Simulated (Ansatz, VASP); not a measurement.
Two plane-wave programs on As

POSCAR

```
As
1.0
    1.9267431939      1.1124057017      3.4857700000
   -1.9267431939      1.1124057017      3.4857700000
    0.0000000000     -2.2248114034      3.4857700000
As
2
Direct
    0.2275400000      0.2275400000      0.2275400000
    0.7724600000      0.7724600000      0.7724600000
```

INCAR.step1

```
SYSTEM = As
PREC = Accurate ; ENCUT = 520
ISMEAR = 0 ; SIGMA = 0.15
LREAL = .False. ; LASPH = .True.
NELM = 80 ; NBANDS = 12
GGA = PE ; ALGO = Normal
EDIFF = 1E-4 ; LWAVE = .True.
LCHARG = .False.
```

Contents of INCAR.step2:

```
SYSTEM = As
PREC = Accurate ; ENCUT = 520
EDIFF = 1E-6 ; ISMEAR = 0
SIGMA = 0.15 ; LREAL = .False.
LASPH = .True. ; NELM = 80
ALGO = Normal ; ISIF = 2
LWAVE = .False. ; LCHARG = .False.
METAGGA = R2SCAN ; LMIXTAU = .True.
NBANDS = 12 ; ISTART = 1
```

Contents of KPOINTS:

```
Automatic mesh
0
Gamma
  15 15 15
  0 0 0
```

Input for Ansatz:

```yaml
crystal:
  lattice:
    - [1.9267431939, 1.1124057017, 3.48577]
    - [-1.9267431939, 1.1124057017, 3.48577]
    - [0.0, -2.2248114034, 3.48577]
  atoms:
    - { symbol: As, position: [0.22754, 0.22754, 0.22754] }
    - { symbol: As, position: [0.77246, 0.77246, 0.77246] }
basis:
  ecutwfc: 500
kpoints:
  mp_grid: { grid: [15, 15, 15] }
hamiltonian:
  xc: r2scan
scf:
  occupations: { method: gaussian, width: 0.15 }
output:
  forces: true
  stress: true
  eigenvalues: true
```

Change from the starting cell: strain +0.0250 x Voigt [1, 1, 0, 0, 0, 0], atoms carried along.

Alike in both runs: task single point; functional r2SCAN; k mesh 15 × 15 × 15; occupations gaussian, width 0.15 eV; no spin polarisation.

|  | VASP | Ansatz |
| --- | --- | --- |
| version | VASP 6.6.1 | Ansatz 0.2.0 |
| potentials or method | VASP PAW PBE potentials, release 64 (As), cutoff 520 eV | scalar-relativistic, plane waves, PAW |
| valence electrons in the cell | 10 | 30 |

VASP gave:

| Quantity | Value |
| --- | --- |
| gap on the k mesh at the Fermi level (eV) | none |
| pressure (GPa) | -2.3 |
| traceless stress, the component that is largest in VASP (GPa) | 1.84 |
| rms of the force components (eV/Å) | 0.132 |

Q: Which values does Ansatz return?

A: gap on the k mesh at the Fermi level (eV): none; pressure (GPa): -2.3; traceless stress, the component that is largest in VASP (GPa): 1.86; rms of the force components (eV/Å): 0.149.

VASP's potentials were made for PBE, not for r2SCAN. Atom by atom the forces differ by 0.017 eV/Å (rms over components). A gap of «none» marks a metal or a gap that the smearing closes. VASP's potentials hold 10 valence electrons a cell and Ansatz's 30, so a difference there can come from the potentials and not from the codes.
